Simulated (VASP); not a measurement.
# Bi4O (P-43m) in VASP: notebook

The runs below take Bi4O through single point, relaxation of cell and atoms, with PBE.

Everything below comes from runs of VASP 6.6.1. Logs are shortened: lines on timing, memory, paths and dates and some standing lists are left out, and cuts for length are marked.

## Step 1: The cell of the first run

The structure is cubic, space group P-43m (No. 215). Conventional cell: a = 5.172 Å, b = 5.172 Å, c = 5.172 Å, α = 90.00°, β = 90.00°, γ = 90.00°. Bi (site symmetry 3m) has 1 O at 2.36 Å within 3.1 Å. O (site symmetry -43m) has 4 Bi at 2.36 Å within 3.1 Å.

## Step 2: Single point, PBE

File INCAR:

```
PREC     = Accurate       # precision mode
ENCUT    = 520            # plane-wave cutoff, eV
EDIFF    = 1E-6           # SCF threshold, eV
ISMEAR   = 0              # smearing method
SIGMA    = 0.1            # smearing width, eV
LREAL    = F              # projectors in reciprocal space
LASPH    = T              # aspherical terms in the spheres
NELM     = 100            # most SCF steps
ALGO     = Normal         # electronic algorithm
ISIF     = 2              # what is computed and relaxed
LWAVE    = F              # write WAVECAR
LCHARG   = T              # write CHGCAR
GGA      = PE             # functional
LELF     = T              # ELF
LVHAR    = T            
NBANDS   = 41             # bands
```

File KPOINTS:

```
regular mesh
0
Gamma
  8 8 8
```

File POSCAR:

```
Bi4O
1.0
    5.1722010232      0.0000000000      0.0000000000
    0.0000000000      5.1722010232      0.0000000000
    0.0000000000      0.0000000000      5.1722010232
Bi O
4 1
Direct
    0.2637331889      0.2637331889      0.2637331889
    0.7362668111      0.7362668111      0.2637331889
    0.7362668111      0.2637331889      0.7362668111
    0.2637331889      0.7362668111      0.7362668111
    0.0000000000      0.0000000000      0.0000000000
```

Potentials or basis: VASP PAW PBE potentials, release 64 (Bi_d, O).

On the command line:

```sh
$ cat potpaw_PBE.64/Bi_d/POTCAR potpaw_PBE.64/O/POTCAR > POTCAR
$ mpirun -np 1 vasp_std > vasp.out
```

OUTCAR:

```text
PREC = Accurate
   ENCUT = 520
   EDIFF = 1E-6
   ISMEAR = 0
   LREAL = F
   LASPH = T
   NELM = 100
   ISIF = 2
   GGA = PE

 ion  position               nearest neighbor table
   1  0.264  0.264  0.264-   5 2.36   3 3.46   4 3.46   2 3.46   3 3.66   4 3.66   2 3.66   4 3.66
                             2 3.66   3 3.66   4 3.86   3 3.86   2 3.86
   2  0.736  0.736  0.264-   5 2.36   3 3.46   4 3.46   1 3.46   1 3.66   4 3.66   1 3.66   3 3.66
                             3 3.66   4 3.66   1 3.86   4 3.86   3 3.86
   3  0.736  0.264  0.736-   5 2.36   2 3.46   4 3.46   1 3.46   1 3.66   4 3.66   1 3.66   2 3.66
                             2 3.66   4 3.66   2 3.86   1 3.86   4 3.86
   4  0.264  0.736  0.736-   5 2.36   2 3.46   3 3.46   1 3.46   1 3.66   3 3.66   1 3.66   2 3.66
                             2 3.66   3 3.66   2 3.86   1 3.86   3 3.86
   5  0.000  0.000  0.000-   1 2.36   2 2.36   3 2.36   4 2.36

  LATTYP: Found a simple cubic cell.
 ALAT       =     5.1722010232

  Lattice vectors:

 A1 = (   5.1722010232,   0.0000000000,   0.0000000000)
 A2 = (   0.0000000000,   5.1722010232,   0.0000000000)
 A3 = (   0.0000000000,   0.0000000000,   5.1722010232)

Analysis of symmetry for initial positions (statically):
=====================================================================
 Subroutine PRICEL returns:
 Original cell was already a primitive cell.

 Routine SETGRP: Setting up the symmetry group for a
 simple cubic supercell.

 Subroutine GETGRP returns: Found 24 space group operations
 (whereof 24 operations were pure point group operations)
 out of a pool of 48 trial point group operations.

The static configuration has the point symmetry T_d .

Analysis of symmetry for dynamics (positions and initial velocities):
=====================================================================
 Subroutine PRICEL returns:
 Original cell was already a primitive cell.

 Routine SETGRP: Setting up the symmetry group for a
 simple cubic supercell.

 Subroutine GETGRP returns: Found 24 space group operations
 (whereof 24 operations were pure point group operations)
 out of a pool of 48 trial point group operations.

The dynamic configuration has the point symmetry T_d .

 Subroutine INISYM returns: Found 24 space group operations
 (whereof 24 operations are pure point group operations),
 and found     1 'primitive' translations

----------------------------------------------------------------------------------------

                                     Primitive cell

  volume of cell :     138.3650

  direct lattice vectors                    reciprocal lattice vectors
     5.172201023  0.000000000  0.000000000     0.193341287  0.000000000  0.000000000
     0.000000000  5.172201023  0.000000000     0.000000000  0.193341287  0.000000000
     0.000000000  0.000000000  5.172201023     0.000000000  0.000000000  0.193341287

  length of vectors
     5.172201023  5.172201023  5.172201023     0.193341287  0.193341287  0.193341287

  position of ions in fractional coordinates (direct lattice)
     0.263733189  0.263733189  0.263733189
     0.736266811  0.736266811  0.263733189
     0.736266811  0.263733189  0.736266811
     0.263733189  0.736266811  0.736266811
     0.000000000  0.000000000  0.000000000

  ion indices of the primitive-cell ions
   primitive index   ion index
                 1           1
                 2           2
                 3           3
                 4           4
                 5           5

----------------------------------------------------------------------------------------

 KPOINTS: regular mesh

Automatic generation of k-mesh.
 Grid dimensions read from file:
 generate k-points for:    8    8    8

 Generating k-lattice:

  Cartesian coordinates                     Fractional coordinates (reciprocal lattice)
     0.024167661  0.000000000  0.000000000     0.125000000  0.000000000  0.000000000
     0.000000000  0.024167661  0.000000000     0.000000000  0.125000000  0.000000000
     0.000000000  0.000000000  0.024167661     0.000000000  0.000000000  0.125000000

  Length of vectors
     0.024167661  0.024167661  0.024167661

  Shift w.r.t. Gamma in fractional coordinates (k-lattice)
     0.000000000  0.000000000  0.000000000

 Subroutine IBZKPT returns following result:
 ===========================================

 Found     35 irreducible k-points:

 Following reciprocal coordinates:
            Coordinates               Weight
  0.000000  0.000000  0.000000      1.000000
  0.125000  0.000000  0.000000      6.000000
  0.250000  0.000000  0.000000      6.000000
  0.375000  0.000000  0.000000      6.000000
  0.500000  0.000000  0.000000      3.000000
  0.125000  0.125000  0.000000     12.000000
[... 16 lines left out ...]
  0.375000  0.375000  0.125000     24.000000
  0.500000  0.375000  0.125000     24.000000
 [... further k-points ...]
   k-points           NKPTS =     35   k-points in BZ     NKDIM =     35   number of bands    NBANDS=     41
   number of dos      NEDOS =    301   number of ions     NIONS =      5
   total plane-waves  NPLWV =  64000
   dimension x,y,z NGX =    40 NGY =   40 NGZ =   40
   dimension x,y,z NGXF=    80 NGYF=   80 NGZF=   80
   ions per type =               4   1
   NGX,Y,Z   is equivalent  to a cutoff of  12.86, 12.86, 12.86 a.u.
   NGXF,Y,Z  is equivalent  to a cutoff of  25.71, 25.71, 25.71 a.u.
 SYSTEM =  unknown system
   PREC   = accura    normal or accurate (medium, high low for compatibility)
   ISTART =      0    job   : 0-new  1-cont  2-samecut
   ICHARG =      2    charge: 1-file 2-atom 10-const
   ISPIN  =      1    spin polarized calculation?
   LNONCOLLINEAR =      F non collinear calculations
   LSORBIT =      F    spin-orbit coupling
   LASPH  =      T    aspherical Exc in radial PAW
   ENCUT  =  520.0 eV  38.22 Ry    6.18 a.u.   9.62  9.62  9.62*2*pi/ulx,y,z
   NELM   =    100;   NELMIN=  2; NELMDL= -5     # of ELM steps
   EDIFF  = 0.1E-05   stopping-criterion for ELM
   LREAL  =      F    real-space projection
   EDIFFG = 0.1E-04   stopping-criterion for IOM
   NSW    =      0    number of steps for IOM
   IBRION =     -1    ionic relax: 0-MD 1-quasi-New 2-CG
   NFREE  =      0    steps in history (QN), initial steepest desc. (CG)
   ISIF   =      2    stress and relaxation
   ISYM   =      2    0-nonsym 1-usesym 2-fastsym
   POTIM  = 0.5000    time-step for ionic-motion
   TEBEG  =    0.0;   TEEND  =   0.0 temperature during run
   PSTRESS=    0.0 pullay stress
   NELECT =      66.0000    total number of electrons
   NUPDOWN=      -1.0000    fix difference up-down
   EMIN   =  10.00;   EMAX   =-10.00  energy-range for DOS
   EFERMI =   0.00;   METHOD = LEGACY
   ISMEAR =     0;   SIGMA  =   0.10  broadening in eV -4-tet -1-fermi 0-gaus
   EFERMI_NEDOS =   21; number of points for ismear=-14 and -15
   IALGO  =     38    algorithm
   IMIX   =      4    mixing-type and parameters
     AMIX     =   0.40;   BMIX     =  1.00
     AMIX_MAG =   1.60;   BMIX_MAG =  1.00
  volume/ion in A,a.u.               =      27.67       186.75
  Fermi-wavevector in a.u.,A,eV,Ry     =   1.279128  2.417202 22.261431  1.636169
  Thomas-Fermi vector in A             =   2.411631
   LORBIT       =      0    0 simple, 1 ext, 2 COOP (PROOUT), +10 PAW based schemes
   GGA     = PE    functional components
   LHFCALC =     F    Hartree Fock is set to
   AEXX    =    0.0000 exact exchange contribution
   IVDW    =     0    specifies the selected vdW correction
   LEPSILON=     F    determine dielectric tensor
   LRPA    =     F    only Hartree local field effects (RPA)
 non-spin polarized calculation
 Gauss-broadening in eV      SIGMA  =   0.10
  energy-cutoff  :      520.00
  volume of cell :      138.36
 maximum number of plane-waves:      3767
 NGX is ok and might be reduce to    40
   NGX = 19   NGY = 19   NGZ = 19

 number of electron      65.9999964 magnetization

 Free energy of the ion-electron system (eV)
  ---------------------------------------------------
  ext. energy  EPLUGINS =         0.00000000
  ---------------------------------------------------
  free energy    TOTEN  =       -21.00467164 eV

  energy without entropy =      -20.98150629  energy(sigma->0) =      -20.99308897

 E-fermi :   7.2174     XC(G=0): -10.0899

 val. band max:        7.2168343739   @ k =   0.2500   0.2500   0.0000
 cond. band min:       7.2183367717   @ k =   0.5000   0.2500   0.0000
 fundamental gap:      0.0015023978
 Fermi energy:         7.2174244776

 k-point     1 :       0.0000    0.0000    0.0000
  band No.  band energies     occupation
      1     -16.1006      2.00000
      2     -15.9494      2.00000
      3     -15.9494      2.00000
      4     -15.9258      2.00000
      5     -15.9258      2.00000
      6     -15.9258      2.00000
[... 33 lines left out ...]
     40      11.5203      0.00000
     41      11.9191      0.00000

 k-point     2 :       0.1250    0.0000    0.0000
  band No.  band energies     occupation
      1     -16.0922      2.00000
      2     -15.9466      2.00000
      3     -15.9437      2.00000
      4     -15.9252      2.00000
      5     -15.9222      2.00000
      6     -15.9222      2.00000
[... 33 lines left out ...]
     40      11.3915      0.00000
     41      11.7860      0.00000

 k-point     3 :       0.2500    0.0000    0.0000
  band No.  band energies     occupation
      1     -16.0689      2.00000
      2     -15.9395      2.00000
      3     -15.9277      2.00000
      4     -15.9260      2.00000
      5     -15.9124      2.00000
      6     -15.9124      2.00000
[... 33 lines left out ...]
     40      11.3842      0.00000
     41      11.9536      0.00000

 k-point     4 :       0.3750    0.0000    0.0000
  band No.  band energies     occupation
      1     -16.0379      2.00000
      2     -15.9425      2.00000
      3     -15.9197      2.00000
      4     -15.9058      2.00000
      5     -15.9005      2.00000
      6     -15.9005      2.00000
[... 825 lines left out ...]
     40      11.4243      0.00000
     41      13.9973      0.00000

 k-point    23 :       0.3750    0.3750    0.1250
  band No.  band energies     occupation
      1     -16.0156      2.00000
      2     -15.9239      2.00000
      3     -15.9103      2.00000
      4     -15.9061      2.00000
      5     -15.9008      2.00000
      6     -15.8920      2.00000
[... 33 lines left out ...]
     40      11.3795      0.00000
     41      13.3248      0.00000

 k-point    24 :       0.5000    0.3750    0.1250
  band No.  band energies     occupation
      1     -16.0117      2.00000
      2     -15.9258      2.00000
      3     -15.9076      2.00000
      4     -15.9000      2.00000
      5     -15.8975      2.00000
      6     -15.8943      2.00000
[... 33 lines left out ...]
     40      11.2745      0.00000
     41      13.9558      0.00000

 [... further k-points ...]

------------------------ aborting loop because EDIFF is reached ----------------------------------------

  FORCE on cell =-STRESS in cart. coord.  units (eV):
  Direction    XX          YY          ZZ          XY          YZ          ZX
  --------------------------------------------------------------------------------------
  -------------------------------------------------------------------------------------
  Total       -0.0240144     -0.0240144     -0.0240144      0.0000000     -0.0000000      0.0000000
  in kB       -0.2780716     -0.2780716     -0.2780716      0.0000000     -0.0000000      0.0000000
  external PRESSURE =      -0.2780716 kB  Pullay stress =       0.0000000 kB

 VOLUME and BASIS-vectors are now :
 -----------------------------------------------------------------------------
  energy-cutoff  :      520.00
  volume of cell :      138.36
      direct lattice vectors                 reciprocal lattice vectors
     5.172201023  0.000000000  0.000000000     0.193341287  0.000000000  0.000000000
     0.000000000  5.172201023  0.000000000     0.000000000  0.193341287  0.000000000
     0.000000000  0.000000000  5.172201023     0.000000000  0.000000000  0.193341287

 POSITION                                       TOTAL-FORCE (eV/Angst)
 -----------------------------------------------------------------------------------
      1.36408      1.36408      1.36408         0.008309      0.008309      0.008309
      3.80812      3.80812      1.36408        -0.008309     -0.008309      0.008309
      3.80812      1.36408      3.80812        -0.008309      0.008309     -0.008309
      1.36408      3.80812      3.80812         0.008309     -0.008309     -0.008309
      0.00000      0.00000      0.00000         0.000000     -0.000000      0.000000
 -----------------------------------------------------------------------------------
    total drift:                                0.000000      0.000000      0.000000

  FREE ENERGIE OF THE ION-ELECTRON SYSTEM (eV)
  ---------------------------------------------------
  free  energy   TOTEN  =       -21.0046716445 eV

  energy  without entropy=      -20.9815062873  energy(sigma->0) =      -20.99308897
```

Wall time 3.9 min (1 thread of AMD EPYC 7R43 (Zen 3), shared host); peak memory 0.27 GiB.

What came out:

```
Free energy            : -21.0047 eV
Pressure               : 0.0 GPa
Largest force          : 0.014 eV/Å
Band gap on the k mesh : zero (band 33 reaches 9.90 eV, above the bottom of band 34 at 6.78 eV)
```

Forces in eV/Å, atoms in the order of the input:
```
Bi   0.008  0.008  0.008
Bi  -0.008 -0.008  0.008
Bi  -0.008  0.008 -0.008
Bi   0.008 -0.008 -0.008
O    0.000  0.000  0.000
```

Caveat: spin-orbit coupling is left out, which moves the levels of the heavy elements.

## Step 3: Relaxation of cell and atoms, PBE

This run uses another cell than the first one, of 27.80 Å³/atom, 1.005 times its volume.

File INCAR:

```
ALGO = Normal
EDIFF = 1E-7
EDIFFG = -0.01
ENCUT = 600
GGA = PE
IBRION = 2
ISIF = 3
ISMEAR = 0
LASPH = True
LCHARG = False
LREAL = False
LWAVE = False
NELM = 100
NSW = 100
PREC = Accurate
SIGMA = 0.1
```

File KPOINTS:

```
k-points
0
Gamma
  8 8 8
```

File POSCAR:

```
Bi4O
1.0
    5.1802983624      0.0000000000      0.0000000000
    0.0000000000      5.1802983624      0.0000000000
    0.0000000000      0.0000000000      5.1802983624
Bi O
4 1
Direct
    0.2622349952      0.2622349952      0.2622349952
    0.7377650048      0.7377650048      0.2622349952
    0.7377650048      0.2622349952      0.7377650048
    0.2622349952      0.7377650048      0.7377650048
    0.0000000000      0.0000000000      0.0000000000
```

Potentials or basis: VASP PAW PBE potentials, release 64 (Bi_d, O).

On the command line:

```sh
$ cat potpaw_PBE.64/Bi_d/POTCAR potpaw_PBE.64/O/POTCAR > POTCAR
$ mpirun -np 1 vasp_std > vasp.out
```

Wall time 12 min (1 thread of AMD EPYC 7R43 (Zen 3), shared host); peak memory 0.33 GiB.

Results (log left out):

```
Free energy                            : -21.0070 eV
Relaxed volume                         : 27.66 Å³/atom
Relaxed cell                           : a = 5.172 Å, b = 5.172 Å, c = 5.172 Å, α = 90.00°, β = 90.00°, γ = 90.00°
Space group after relaxing (to 0.05 Å) : P-43m (No. 215)
Energy gained by relaxing              : 0.9 meV/atom
Ionic steps                            : 3
Pressure after relaxing                : 0.0 GPa
Band gap on the k mesh                 : zero (band 33 reaches 9.90 eV, above the bottom of band 34 at 6.78 eV)
```

Step by step:
| step | energy change (eV) | largest force (eV/Å) | pressure (GPa) | volume (Å³) |
| --- | --- | --- | --- | --- |
| 1 | 0.0000 | 0.1389 | -0.09 | 139.02 |
| 2 | -0.0030 | 0.0755 | -0.06 | 138.70 |
| 3 | -0.0043 | 0.0005 | 0.00 | 138.32 |

Final structure:
```xyz
5
Lattice="5.1716 0.0000 0.0000 0.0000 5.1716 0.0000 0.0000 0.0000 5.1716" Properties=species:S:1:pos:R:3 pbc="T T T"
Bi    1.3647    1.3647    1.3647
Bi    3.8069    3.8069    1.3647
Bi    3.8069    1.3647    3.8069
Bi    1.3647    3.8069    3.8069
O     0.0000    0.0000    0.0000
```

Levels at points of the mesh, in eV from the Fermi level:
| k point | band 29 | band 30 | band 31 | band 32 | band 33 | band 34 | band 35 | band 36 | band 37 | band 38 |
| --- | --- | --- | --- | --- | --- | --- | --- | --- | --- | --- |
| (0.00, 0.00, 0.00) | -4.08 | -4.08 | -2.41 | 0.31 | 0.31 | 0.31 | 1.80 | 1.80 | 1.80 | 4.31 |
| (0.50, 0.00, 0.00) | -2.83 | -2.20 | -1.28 | -1.08 | -0.33 | -0.33 | 0.15 | 0.99 | 1.45 | 1.45 |
| (0.50, 0.50, 0.00) | -2.73 | -2.73 | -2.55 | -1.64 | 0.04 | 0.04 | 0.62 | 1.80 | 2.32 | 3.04 |
| (0.50, 0.50, 0.50) | -2.60 | -2.49 | -2.49 | -2.49 | 2.68 | 2.68 | 2.89 | 2.89 | 2.89 | 3.98 |

Caveat: spin-orbit coupling is left out, which moves the levels of the heavy elements.
